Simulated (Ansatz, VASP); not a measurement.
Hf in VASP and in Ansatz

INCAR

```
ALGO = Fast
EDIFF = 1E-7
ENCUT = 520
GGA = PE
ISIF = 2
ISMEAR = 0
LASPH = True
LCHARG = False
LREAL = False
LWAVE = False
NBANDS = 17
NELM = 80
PREC = Accurate
SIGMA = 0.15
```

The input KPOINTS:

```
k-points
0
Gamma
  18 18 10
```

The input POSCAR:

```
Hf
1.0
    2.9569461349      0.0000000000      0.0000000000
   -1.4784730674      2.9760537900      0.0000000000
    0.0000000000      0.0000000000      5.0578000000
Hf
2
Direct
    0.3333333333      0.6666666667      0.2500000000
    0.6666666667      0.3333333333      0.7500000000
```

Input for Ansatz:

```yaml
crystal:
  lattice:
    - [2.9569461349, 0.0, 0.0]
    - [-1.4784730674, 2.97605379, 0.0]
    - [0.0, 0.0, 5.0578]
  atoms:
    - { symbol: Hf, position: [0.3333333333, 0.6666666667, 0.25] }
    - { symbol: Hf, position: [0.6666666667, 0.3333333333, 0.75] }
basis:
  ecutwfc: 420
kpoints:
  mp_grid: { grid: [18, 18, 10] }
hamiltonian:
  xc: pbe
scf:
  occupations: { method: gaussian, width: 0.15 }
output:
  forces: true
  stress: true
  eigenvalues: true
```

Change from the starting cell: strain -0.0750 x Voigt [1, -1, 0, 0, 0, 0], atoms carried along.

Alike in both runs: task single point; functional PBE; k mesh 18 × 18 × 10; occupations gaussian, width 0.15 eV; no spin polarisation.

```csv
,VASP,Ansatz
version,VASP 6.6.1,Ansatz 0.2.0
potentials or method,"VASP PAW PBE potentials, release 64 (Hf_pv), cutoff 520 eV","scalar-relativistic, plane waves, PAW"
valence electrons in the cell,20,52
```

```tsv
	VASP	Ansatz	Ansatz less VASP
gap on the k mesh at the Fermi level (eV)	none	none	-
pressure (GPa)	1.4	1.9	+0.46
traceless stress, the component that is largest in VASP (GPa)	10.49	10.48	-0.010
rms of the force components (eV/Å)	0.156	0.159	+0.0022
```

Atom by atom the forces differ by 0.002 eV/Å (rms over components). A gap of «none» marks a metal or a gap that the smearing closes. With one functional, cell and mesh, what is left measures potentials, basis and numerics. VASP's potentials hold 20 valence electrons a cell and Ansatz's 52, so a difference there can come from the potentials and not from the codes.

Neither program's run includes spin-orbit coupling.
